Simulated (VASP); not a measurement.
# In (Im-3m) in VASP: further runs, part 2 of 2

VASP 6.6.1.

## Step 4: Single point, PBEsol

This run uses another cell than the first one, of 22.09 Å³/atom, 1.166 times its volume.

The input, INCAR:

```
PREC = Accurate
ENCUT = 520
EDIFF = 1E-6
ISMEAR = -1
SIGMA = 0.05
LREAL = F
LASPH = T
NELM = 60
ALGO = Normal
ISIF = 2
LWAVE = F
LCHARG = F
GGA = PS
NBANDS = 12
```

The input, KPOINTS:

```
regular mesh
0
Gamma
  10 10 10
```

The input, POSCAR:

```
In
1.0
   -1.7676930201      1.7676930201      1.7676930201
    1.7676930201     -1.7676930201      1.7676930201
    1.7676930201      1.7676930201     -1.7676930201
In
1
Direct
    0.0000000000      0.0000000000      0.0000000000
```

Potentials or basis: VASP PAW PBE potentials, release 64 (In_d).

The run is started by

```
$ cat potpaw_PBE.64/In_d/POTCAR > POTCAR
$ mpirun -np 1 vasp_std > vasp.out
```

OUTCAR:

```text
PREC = Accurate
   ENCUT = 520
   EDIFF = 1E-6
   ISMEAR = -1
   LREAL = F
   LASPH = T
   NELM = 60
   ISIF = 2
   GGA = PS

 ion  position               nearest neighbor table
   1  0.000  0.000  0.000-

  LATTYP: Found a body centered cubic cell.
 ALAT       =     3.5353860402

  Lattice vectors:

 A1 = (  -1.7676930201,   1.7676930201,   1.7676930201)
 A2 = (   1.7676930201,  -1.7676930201,   1.7676930201)
 A3 = (   1.7676930201,   1.7676930201,  -1.7676930201)

[... 527 lines left out ...]
      3      -5.0951      2.00000
      4      -5.0013      2.00000
      5      -4.9694      2.00000
      6       1.3460      2.00000
      7      12.1438      0.00000
      8      16.4832      0.00000
      9      17.5692      0.00000
     10      21.6254      0.00000
     11      22.5237      0.00000
     12      23.4970      0.00000

 [... further k-points ...]
[... 5 lines left out ...]
  --------------------------------------------------------------------------------------
  -------------------------------------------------------------------------------------
  Total        1.3715995      1.3715995      1.3715995      0.0000000      0.0000000      0.0000000
  in kB       99.4620387     99.4620387     99.4620387      0.0000000      0.0000000      0.0000000
  external PRESSURE =      99.4620387 kB  Pullay stress =       0.0000000 kB

 VOLUME and BASIS-vectors are now :
 -----------------------------------------------------------------------------
  energy-cutoff  :      520.00
  volume of cell :       22.09
      direct lattice vectors                 reciprocal lattice vectors
    -1.767693020  1.767693020  1.767693020     0.000000000  0.282854542  0.282854542
     1.767693020 -1.767693020  1.767693020     0.282854542  0.000000000  0.282854542
     1.767693020  1.767693020 -1.767693020     0.282854542  0.282854542  0.000000000

 POSITION                                       TOTAL-FORCE (eV/Angst)
 -----------------------------------------------------------------------------------
      0.00000      0.00000      0.00000        -0.000000      0.000000      0.000000
 -----------------------------------------------------------------------------------
    total drift:                                0.000000      0.000000     -0.000000

  FREE ENERGIE OF THE ION-ELECTRON SYSTEM (eV)
  ---------------------------------------------------
  free  energy   TOTEN  =        -2.8792645005 eV

  energy  without entropy=       -2.8770188322  energy(sigma->0) =       -2.87814167
```

Wall time 5 s (1 thread of Intel Xeon Platinum 8375C at 2.90GHz (Ice Lake), shared host); peak memory 0.14 GiB.

What came out:

* Free energy: -2.8793 eV
* Pressure: 9.9 GPa

Levels at points of the mesh, in eV from the Fermi level:
| k point | band 4 | band 5 | band 6 | band 7 | band 8 | band 9 |
| --- | --- | --- | --- | --- | --- | --- |
| (0.00, 0.00, 0.00) | -14.40 | -14.40 | -10.81 | 13.14 | 13.14 | 13.14 |
| (0.50, 0.00, 0.00) | -14.40 | -14.13 | -3.94 | -3.91 | 6.75 | 7.93 |
| (0.50, 0.50, 0.50) | -14.20 | -14.20 | 1.25 | 1.25 | 1.25 | 2.37 |

Caveat: the PAW data sets were made with another functional, which shifts forces and pressure a little; spin-orbit coupling is left out, which moves the levels of the heavy elements.

## Step 5: Single point, PBEsol

This run uses another cell than the first one, of 23.52 Å³/atom, 1.241 times its volume.

The input, INCAR:

```
SYSTEM = In
ALGO = Fast
EDIFF = 1E-7
ENCUT = 520
GGA = PS
ISIF = 2
ISMEAR = -1
LASPH = .True.
LCHARG = .False.
LREAL = .False.
LWAVE = .False.
NBANDS = 12
NELM = 80
PREC = Accurate
SIGMA = 0.05
```

The input, KPOINTS:

```
k-points
0
Gamma
  10 10 10
  0 0 0
```

The input, POSCAR:

```
In
1.0
   -1.8048962409      1.8048962409      1.8048962409
    1.8048962409     -1.8048962409      1.8048962409
    1.8048962409      1.8048962409     -1.8048962409
In
1
Direct
    0.0000000000      0.0000000000      0.0000000000
```

Potentials or basis: VASP PAW PBE potentials, release 64 (In_d).

The run is started by

```
$ cat potpaw_PBE.64/In_d/POTCAR > POTCAR
$ mpirun -np 1 vasp_std > vasp.out
```

OUTCAR:

```text
SYSTEM = In
   EDIFF = 1E-7
   ENCUT = 520
   GGA = PS
   ISIF = 2
   ISMEAR = -1
   LASPH = .True.
   LREAL = .False.
   NELM = 80
   PREC = Accurate

 ion  position               nearest neighbor table
   1  0.000  0.000  0.000-

  LATTYP: Found a body centered cubic cell.
 ALAT       =     3.6097924818

  Lattice vectors:

 A1 = (  -1.8048962409,   1.8048962409,   1.8048962409)
 A2 = (   1.8048962409,  -1.8048962409,   1.8048962409)
 A3 = (   1.8048962409,   1.8048962409,  -1.8048962409)

Analysis of symmetry for initial positions (statically):
[... 529 lines left out ...]
      5      -5.7362      2.00000
      6       0.8815      2.00000
      7      11.1663      0.00000
      8      15.3283      0.00000
      9      16.4536      0.00000
     10      20.3511      0.00000
     11      21.2651      0.00000
     12      22.1910      0.00000

 [... further k-points ...]
[... 5 lines left out ...]
  --------------------------------------------------------------------------------------
  -------------------------------------------------------------------------------------
  Total        0.7268766      0.7268766      0.7268766      0.0000000     -0.0000000      0.0000000
  in kB       49.5170234     49.5170234     49.5170234      0.0000000     -0.0000000      0.0000000
  external PRESSURE =      49.5170234 kB  Pullay stress =       0.0000000 kB

 VOLUME and BASIS-vectors are now :
 -----------------------------------------------------------------------------
  energy-cutoff  :      520.00
  volume of cell :       23.52
      direct lattice vectors                 reciprocal lattice vectors
    -1.804896241  1.804896241  1.804896241     0.000000000  0.277024235  0.277024235
     1.804896241 -1.804896241  1.804896241     0.277024235  0.000000000  0.277024235
     1.804896241  1.804896241 -1.804896241     0.277024235  0.277024235  0.000000000

 POSITION                                       TOTAL-FORCE (eV/Angst)
 -----------------------------------------------------------------------------------
      0.00000      0.00000      0.00000         0.000000      0.000000      0.000000
 -----------------------------------------------------------------------------------
    total drift:                               -0.000000      0.000000      0.000000

  FREE ENERGIE OF THE ION-ELECTRON SYSTEM (eV)
  ---------------------------------------------------
  free  energy   TOTEN  =        -2.9452139198 eV

  energy  without entropy=       -2.9421185763  energy(sigma->0) =       -2.94366625
```

stdout:

```text
POSCAR found type information on POSCAR In
 POSCAR found :  1 types and       1 ions
 scaLAPACK will be used
 -----------------------------------------------------------------------------
|                                                                             |
|                                                                             |
|     You enforced a specific xc type in the INCAR file but a different       |
|     I HOPE YOU KNOW WHAT YOU ARE DOING!                                     |
|                                                                             |
 -----------------------------------------------------------------------------

 LDA part: xc-table for (Slater+PW92), standard interpolation
 POSCAR, INCAR and KPOINTS ok, starting setup
 FFT: planning ... GRIDC
 FFT: planning ... GRID_SOFT
 FFT: planning ... GRID
 WAVECAR not read
 entering main loop
WARNING in EDDRMM: call to ZHEGV failed, returncode =   6  3     11
WARNING in EDDRMM: call to ZHEGV failed, returncode =   6  3     11
```

Run time: 7.3 s. Hardware: 1 thread of Intel Xeon Platinum 8375C at 2.90GHz (Ice Lake), shared host; peak memory 0.13 GiB.

Results:

```
Free energy : -2.9452 eV
Pressure    : 5.0 GPa
```

Levels at points of the mesh, in eV from the Fermi level:
```csv
k point,band 3,band 4,band 5,band 6,band 7,band 8,band 9,band 10
"(0.00, 0.00, 0.00)",-14.68,-14.32,-14.32,-10.28,12.39,12.39,12.39,13.38
"(0.50, 0.00, 0.00)",-14.34,-14.32,-14.09,-3.88,-3.61,6.47,7.76,10.79
"(0.50, 0.50, 0.50)",-14.14,-14.14,-14.14,1.29,1.29,1.29,1.88,5.55
```

Caveat: the PAW data sets were made with another functional, which shifts forces and pressure a little; spin-orbit coupling is left out, which moves the levels of the heavy elements.

## Step 6: Single point, PBEsol

This run uses another cell than the first one, of 24.68 Å³/atom, 1.303 times its volume.

The input, INCAR:

```
ALGO = Normal
EDIFF = 1E-7
ENCUT = 520
GGA = PS
ISIF = 2
ISMEAR = -1
LASPH = T
LCHARG = T
LELF = T
LREAL = F
LVHAR = T
LWAVE = F
NBANDS = 12
NELM = 100
PREC = Accurate
SIGMA = 0.05
```

The input, KPOINTS:

```
k-points
0
Gamma
  10 10 10
```

The input, POSCAR:

```
In
1.0
   -1.8342362019      1.8342362019      1.8342362019
    1.8342362019     -1.8342362019      1.8342362019
    1.8342362019      1.8342362019     -1.8342362019
In
1
Direct
    0.0000000000      0.0000000000      0.0000000000
```

Potentials or basis: VASP PAW PBE potentials, release 64 (In_d).

The run is started by

```
$ cat potpaw_PBE.64/In_d/POTCAR > POTCAR
$ mpirun -np 1 vasp_std > vasp.out
```

Run time: 5.6 s. Hardware: 1 thread of Intel Xeon Platinum 8375C at 2.90GHz (Ice Lake), shared host; peak memory 0.14 GiB.

It converged, with:

```
Free energy : -2.9706 eV
Pressure    : 2.0 GPa
```

Levels at points of the mesh, in eV from the Fermi level:
| k point | band 2 | band 3 | band 4 | band 5 | band 6 | band 7 | band 8 | band 9 | band 10 | band 11 |
| --- | --- | --- | --- | --- | --- | --- | --- | --- | --- | --- |
| (0.00, 0.00, 0.00) | -14.60 | -14.60 | -14.27 | -14.27 | -9.90 | 11.82 | 11.82 | 11.82 | 13.25 | 13.25 |
| (0.50, 0.00, 0.00) | -14.66 | -14.29 | -14.27 | -14.07 | -3.87 | -3.38 | 6.25 | 7.60 | 10.52 | 10.72 |
| (0.50, 0.50, 0.50) | -14.74 | -14.12 | -14.12 | -14.12 | 1.31 | 1.31 | 1.31 | 1.51 | 5.46 | 5.46 |

Caveat: the PAW data sets were made with another functional, which shifts forces and pressure a little; spin-orbit coupling is left out, which moves the levels of the heavy elements.

## Step 7: The runs side by side

```tsv
cell	gap on the mesh (eV)	pressure (GPa)
a = 2.909 Å, angles 109.5°, 1 atom	none	30.3
a = 2.973 Å, angles 109.5°, 1 atom	none	20.0
a = 3.062 Å, angles 109.5°, 1 atom	none	9.9
a = 3.126 Å, angles 109.5°, 1 atom	none	5.0
a = 3.177 Å, angles 109.5°, 1 atom	none	2.0
```

Alike in all rows: task single point; level PBEsol; potentials or basis VASP PAW PBE potentials, release 64 (In_d); no spin polarisation; k mesh 10 × 10 × 10; cutoff (eV) 520; smearing fermi-dirac 0.05 eV.

Caveats: the PAW data sets were made with another functional, which shifts forces and pressure a little; spin-orbit coupling is left out, which moves the levels of the heavy elements.

Total energies depend on the potentials used, so only differences within one code and one set of settings carry meaning.
